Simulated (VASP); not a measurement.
# AlP (v.bA) (F-43m) in VASP: single point with PBE

Aim: the single point of AlP (v.bA) with PBE.

Program: VASP 6.6.1. These are calculated values, not measurements. Logs are shortened: lines on timing, memory, paths and dates and some standing lists are left out, and cuts for length are marked.

**1. The cell of the first run**

The structure is cubic, space group F-43m (No. 216). Conventional cell: a = 5.507 Å, b = 5.507 Å, c = 5.507 Å, α = 90.00°, β = 90.00°, γ = 90.00°. Within 3.1 Å of Al (site symmetry -43m) lie 4 P at 2.38 Å. Within 3.1 Å of P (site symmetry -43m) lie 4 Al at 2.38 Å.

**2. Single point, PBE**

File INCAR:

```
PREC = Accurate
ENCUT = 500
EDIFF = 1E-6
ISMEAR = 0
SIGMA = 0.02
LREAL = F
LASPH = T
NELM = 120
ALGO = Normal
ISIF = 2
LWAVE = F
LCHARG = F
GGA = PE
NBANDS = 11
GGA_COMPAT = F
```

File KPOINTS:

```
regular mesh
0
Gamma
  8 8 8
```

File POSCAR:

```
AlP
1.0
    0.0000000000      2.7534771360      2.7534771360
    2.7534771360      0.0000000000      2.7534771360
    2.7534771360      2.7534771360      0.0000000000
Al P
1 1
Direct
    0.0000000000      0.0000000000      0.0000000000
    0.2500000000      0.2500000000      0.2500000000
```

Potentials or basis: VASP PAW PBE potentials, release 64 (Al, P).

Launch:

```sh
> cat potpaw_PBE.64/Al/POTCAR potpaw_PBE.64/P/POTCAR > POTCAR
> mpirun -np 1 vasp_std > vasp.out
```

OUTCAR:

```text
PREC = Accurate
   ENCUT = 500
   EDIFF = 1E-6
   ISMEAR = 0
   LREAL = F
   LASPH = T
   NELM = 120
   ISIF = 2
   GGA = PE

 ion  position               nearest neighbor table
   1  0.000  0.000  0.000-   2 2.38   2 2.38   2 2.38   2 2.38
   2  0.250  0.250  0.250-   1 2.38   1 2.38   1 2.38   1 2.38

  LATTYP: Found a face centered cubic cell.
 ALAT       =     5.5069542720

  Lattice vectors:

 A1 = (   0.0000000000,   2.7534771360,   2.7534771360)
 A2 = (   2.7534771360,   0.0000000000,   2.7534771360)
 A3 = (   2.7534771360,   2.7534771360,   0.0000000000)

Analysis of symmetry for initial positions (statically):
[... 5 lines left out ...]
 face centered cubic supercell.

 Subroutine GETGRP returns: Found 24 space group operations
 (whereof 24 operations were pure point group operations)
 out of a pool of 48 trial point group operations.

The static configuration has the point symmetry T_d .

Analysis of symmetry for dynamics (positions and initial velocities):
[... 5 lines left out ...]
 face centered cubic supercell.

 Subroutine GETGRP returns: Found 24 space group operations
 (whereof 24 operations were pure point group operations)
 out of a pool of 48 trial point group operations.

The dynamic configuration has the point symmetry T_d .

 Subroutine INISYM returns: Found 24 space group operations
 (whereof 24 operations are pure point group operations),
 and found     1 'primitive' translations

----------------------------------------------------------------------------------------

                                     Primitive cell

  volume of cell :      41.7517

  direct lattice vectors                    reciprocal lattice vectors
     0.000000000  2.753477136  2.753477136    -0.181588579  0.181588579  0.181588579
     2.753477136  0.000000000  2.753477136     0.181588579 -0.181588579  0.181588579
     2.753477136  2.753477136  0.000000000     0.181588579  0.181588579 -0.181588579

  length of vectors
     3.894004709  3.894004709  3.894004709     0.314520645  0.314520645  0.314520645

  position of ions in fractional coordinates (direct lattice)
     0.000000000  0.000000000  0.000000000
     0.250000000  0.250000000  0.250000000

  ion indices of the primitive-cell ions
   primitive index   ion index
                 1           1
                 2           2

----------------------------------------------------------------------------------------

 KPOINTS: regular mesh

Automatic generation of k-mesh.
 Grid dimensions read from file:
 generate k-points for:    8    8    8

 Generating k-lattice:

  Cartesian coordinates                     Fractional coordinates (reciprocal lattice)
    -0.022698572  0.022698572  0.022698572     0.125000000  0.000000000  0.000000000
     0.022698572 -0.022698572  0.022698572     0.000000000  0.125000000  0.000000000
     0.022698572  0.022698572 -0.022698572     0.000000000  0.000000000  0.125000000

  Length of vectors
     0.039315081  0.039315081  0.039315081

  Shift w.r.t. Gamma in fractional coordinates (k-lattice)
     0.000000000  0.000000000  0.000000000

 Subroutine IBZKPT returns following result:
 ===========================================

 Found     29 irreducible k-points:

 Following reciprocal coordinates:
            Coordinates               Weight
  0.000000  0.000000  0.000000      1.000000
  0.125000  0.000000  0.000000      8.000000
  0.250000  0.000000  0.000000      8.000000
  0.375000  0.000000  0.000000      8.000000
  0.500000  0.000000  0.000000      4.000000
  0.125000  0.125000  0.000000      6.000000
[... 16 lines left out ...]
  0.500000  0.250000  0.125000     48.000000
 -0.375000  0.250000  0.125000     24.000000
 [... further k-points ...]
   k-points           NKPTS =     29   k-points in BZ     NKDIM =     29   number of bands    NBANDS=     11
   number of dos      NEDOS =    301   number of ions     NIONS =      2
   total plane-waves  NPLWV =  21952
   dimension x,y,z NGX =    28 NGY =   28 NGZ =   28
   dimension x,y,z NGXF=    56 NGYF=   56 NGZF=   56
   ions per type =               1   1
   NGX,Y,Z   is equivalent  to a cutoff of  11.95, 11.95, 11.95 a.u.
   NGXF,Y,Z  is equivalent  to a cutoff of  23.91, 23.91, 23.91 a.u.
 SYSTEM =  unknown system
   PREC   = accura    normal or accurate (medium, high low for compatibility)
   ISTART =      0    job   : 0-new  1-cont  2-samecut
   ICHARG =      2    charge: 1-file 2-atom 10-const
   ISPIN  =      1    spin polarized calculation?
   LNONCOLLINEAR =      F non collinear calculations
   LSORBIT =      F    spin-orbit coupling
   LASPH  =      T    aspherical Exc in radial PAW
   ENCUT  =  500.0 eV  36.75 Ry    6.06 a.u.   7.10  7.10  7.10*2*pi/ulx,y,z
   NELM   =    120;   NELMIN=  2; NELMDL= -5     # of ELM steps
   EDIFF  = 0.1E-05   stopping-criterion for ELM
   LREAL  =      F    real-space projection
   EDIFFG = 0.1E-04   stopping-criterion for IOM
   NSW    =      0    number of steps for IOM
   IBRION =     -1    ionic relax: 0-MD 1-quasi-New 2-CG
   NFREE  =      0    steps in history (QN), initial steepest desc. (CG)
   ISIF   =      2    stress and relaxation
   ISYM   =      2    0-nonsym 1-usesym 2-fastsym
   POTIM  = 0.5000    time-step for ionic-motion
   TEBEG  =    0.0;   TEEND  =   0.0 temperature during run
   PSTRESS=    0.0 pullay stress
   NELECT =       8.0000    total number of electrons
   NUPDOWN=      -1.0000    fix difference up-down
   EMIN   =  10.00;   EMAX   =-10.00  energy-range for DOS
   EFERMI =   0.00;   METHOD = LEGACY
   ISMEAR =     0;   SIGMA  =   0.02  broadening in eV -4-tet -1-fermi 0-gaus
   EFERMI_NEDOS =   21; number of points for ismear=-14 and -15
   IALGO  =     38    algorithm
   IMIX   =      4    mixing-type and parameters
     AMIX     =   0.40;   BMIX     =  1.00
     AMIX_MAG =   1.60;   BMIX_MAG =  1.00
  volume/ion in A,a.u.               =      20.88       140.88
  Fermi-wavevector in a.u.,A,eV,Ry     =   0.943800  1.783524 12.119507  0.890759
  Thomas-Fermi vector in A             =   2.071543
   LORBIT       =      0    0 simple, 1 ext, 2 COOP (PROOUT), +10 PAW based schemes
   GGA     = PE    functional components
   LHFCALC =     F    Hartree Fock is set to
   AEXX    =    0.0000 exact exchange contribution
   IVDW    =     0    specifies the selected vdW correction
   LEPSILON=     F    determine dielectric tensor
   LRPA    =     F    only Hartree local field effects (RPA)
 non-spin polarized calculation
 Gauss-broadening in eV      SIGMA  =   0.02
  energy-cutoff  :      500.00
  volume of cell :       41.75
 maximum number of plane-waves:      1068
   NGX = 15   NGY = 15   NGZ = 15

 number of electron       8.0000001 magnetization

 Free energy of the ion-electron system (eV)
  ---------------------------------------------------
  ext. energy  EPLUGINS =         0.00000000
  ---------------------------------------------------
  free energy    TOTEN  =       -10.37677331 eV

  energy without entropy =      -10.37677331  energy(sigma->0) =      -10.37677331

 E-fermi :   4.4642     XC(G=0):  -9.1094

 val. band max:        4.3478850929   @ k =   0.0000   0.0000   0.0000
 cond. band min:       5.9770889730   @ k =   0.5000   0.5000   0.0000
 fundamental gap:      1.6292038801
 Fermi energy:         4.4642095277

 k-point     1 :       0.0000    0.0000    0.0000
  band No.  band energies     occupation
      1      -7.0120      2.00000
      2       4.3479      2.00000
      3       4.3479      2.00000
      4       4.3479      2.00000
      5       7.4348      0.00000
      6       8.8733      0.00000
      7       8.8733      0.00000
      8       8.8733      0.00000
      9      13.1532      0.00000
     10      13.1532      0.00000
     11      14.4610      0.00000

 k-point     2 :       0.1250    0.0000    0.0000
  band No.  band energies     occupation
      1      -6.8447      2.00000
      2       3.1327      2.00000
      3       4.2033      2.00000
      4       4.2033      2.00000
      5       7.9075      0.00000
      6       9.1500      0.00000
      7       9.1500      0.00000
      8       9.3382      0.00000
      9      12.6745      0.00000
     10      12.6745      0.00000
     11      15.1120      0.00000

 k-point     3 :       0.2500    0.0000    0.0000
  band No.  band energies     occupation
      1      -6.3749      2.00000
      2       1.2202      2.00000
      3       3.9150      2.00000
      4       3.9150      2.00000
      5       7.5714      0.00000
      6       9.4601      0.00000
      7       9.4601      0.00000
      8      11.1199      0.00000
      9      12.6447      0.00000
     10      12.6447      0.00000
     11      14.6228      0.00000

 k-point     4 :       0.3750    0.0000    0.0000
  band No.  band energies     occupation
      1      -5.7476      2.00000
      2      -0.3789      2.00000
      3       3.6837      2.00000
      4       3.6837      2.00000
      5       7.2015      0.00000
      6       9.2939      0.00000
      7       9.2939      0.00000
      8      12.4093      0.00000
      9      13.9970      0.00000
     10      13.9970      0.00000
     11      14.8191      0.00000

 k-point     5 :       0.5000    0.0000    0.0000
  band No.  band energies     occupation
      1      -5.3957      2.00000
      2      -1.0667      2.00000
      3       3.5996      2.00000
      4       3.5996      2.00000
      5       7.0669      0.00000
      6       9.1598      0.00000
      7       9.1598      0.00000
      8      12.5506      0.00000
      9      15.7973      0.00000
     10      15.7973      0.00000
     11      15.9738      0.00000

 k-point     6 :       0.1250    0.1250    0.0000
  band No.  band energies     occupation
      1      -6.7885      2.00000
      2       3.2283      2.00000
      3       3.8900      2.00000
      4       3.8900      2.00000
      5       8.2661      0.00000
      6       8.5502      0.00000
      7       9.6400      0.00000
      8       9.6400      0.00000
      9      11.7725      0.00000
     10      13.4440      0.00000
     11      15.5288      0.00000

 k-point     7 :       0.2500    0.1250    0.0000
  band No.  band energies     occupation
      1      -6.4172      2.00000
      2       1.7571      2.00000
      3       3.5309      2.00000
      4       3.5923      2.00000
      5       8.0333      0.00000
      6       9.0034      0.00000
      7      10.1009      0.00000
      8      10.2238      0.00000
      9      12.0971      0.00000
     10      13.6044      0.00000
     11      15.8730      0.00000

 k-point     8 :       0.3750    0.1250    0.0000
  band No.  band energies     occupation
      1      -5.8266      2.00000
      2       0.1404      2.00000
      3       3.1571      2.00000
      4       3.3253      2.00000
      5       7.7970      0.00000
      6       9.1879      0.00000
      7      10.1456      0.00000
      8      10.7331      0.00000
      9      13.7836      0.00000
     10      14.6938      0.00000
     11      15.4829      0.00000
[... 141 lines left out ...]
 k-point    19 :       0.5000    0.3750    0.0000
  band No.  band energies     occupation
      1      -4.8893      2.00000
      2      -0.6170      2.00000
      3       1.8338      2.00000
      4       2.4421      2.00000
      5       6.4337      0.00000
      6       7.6242      0.00000
      7      13.4592      0.00000
      8      13.5518      0.00000
      9      15.4593      0.00000
     10      16.1273      0.00000
     11      17.4524      0.00000

 k-point    20 :      -0.3750    0.3750    0.0000
  band No.  band energies     occupation
      1      -4.7893      2.00000
      2      -0.6028      2.00000
      3       1.0304      2.00000
      4       2.6588      2.00000
      5       6.8044      0.00000
      6       9.4182      0.00000
      7      12.7117      0.00000
      8      12.9566      0.00000
      9      13.5202      0.00000
     10      14.0997      0.00000
     11      19.1819      0.00000

 k-point    21 :       0.5000    0.5000    0.0000
  band No.  band energies     occupation
      1      -4.7585      2.00000
      2      -0.8738      2.00000
      3       2.2979      2.00000
      4       2.2979      2.00000
      5       5.9771      0.00000
      6       6.8227      0.00000
      7      15.1993      0.00000
      8      15.1993      0.00000
      9      16.1284      0.00000
     10      16.3363      0.00000
     11      16.3363      0.00000

 k-point    22 :       0.3750    0.2500    0.1250
  band No.  band energies     occupation
      1      -5.9779      2.00000
      2       0.8875      2.00000
      3       2.5044      2.00000
      4       3.4558      2.00000
      5       8.1788      0.00000
      6       9.0827      0.00000
      7       9.7671      0.00000
      8      11.0753      0.00000
      9      12.6045      0.00000
     10      15.0189      0.00000
     11      17.0801      0.00000

 k-point    23 :       0.5000    0.2500    0.1250
  band No.  band energies     occupation
      1      -5.4049      2.00000
      2      -0.1895      2.00000
      3       1.9479      2.00000
      4       3.0853      2.00000
      5       8.2734      0.00000
      6       9.0964      0.00000
      7      10.3184      0.00000
      8      11.3809      0.00000
      9      13.7161      0.00000
     10      15.5456      0.00000
     11      17.0415      0.00000

 k-point    24 :      -0.3750    0.2500    0.1250
  band No.  band energies     occupation
      1      -5.0943      2.00000
      2      -0.7264      2.00000
      3       1.8126      2.00000
      4       2.9045      2.00000
      5       8.2673      0.00000
      6       8.8449      0.00000
      7      11.1539      0.00000
      8      11.9689      0.00000
      9      13.2326      0.00000
     10      15.7035      0.00000
     11      16.9096      0.00000

 [... further k-points ...]
[... 5 lines left out ...]
  --------------------------------------------------------------------------------------
  -------------------------------------------------------------------------------------
  Total       -0.0143184     -0.0143184     -0.0143184      0.0000000      0.0000000      0.0000000
  in kB       -0.5494515     -0.5494515     -0.5494515      0.0000000      0.0000000      0.0000000
  external PRESSURE =      -0.5494515 kB  Pullay stress =       0.0000000 kB

 VOLUME and BASIS-vectors are now :
 -----------------------------------------------------------------------------
  energy-cutoff  :      500.00
  volume of cell :       41.75
      direct lattice vectors                 reciprocal lattice vectors
     0.000000000  2.753477136  2.753477136    -0.181588579  0.181588579  0.181588579
     2.753477136  0.000000000  2.753477136     0.181588579 -0.181588579  0.181588579
     2.753477136  2.753477136  0.000000000     0.181588579  0.181588579 -0.181588579

 POSITION                                       TOTAL-FORCE (eV/Angst)
 -----------------------------------------------------------------------------------
      0.00000      0.00000      0.00000         0.000000      0.000000      0.000000
      1.37674      1.37674      1.37674        -0.000000     -0.000000     -0.000000
 -----------------------------------------------------------------------------------
    total drift:                               -0.000000     -0.000000     -0.000000

  FREE ENERGIE OF THE ION-ELECTRON SYSTEM (eV)
  ---------------------------------------------------
  free  energy   TOTEN  =       -10.3767733078 eV

  energy  without entropy=      -10.3767733078  energy(sigma->0) =      -10.37677331
```

Wall time 20 s (1 thread of Intel Xeon 8259CL, shared host); peak memory 0.15 GiB.

Results:

| Property | Result |
| --- | --- |
| Free energy | -10.3768 eV |
| Pressure | -0.1 GPa |
| Band gap on the k mesh | 1.63 eV, indirect (least direct gap 3.09 eV) |

A k mesh can miss the band edges.
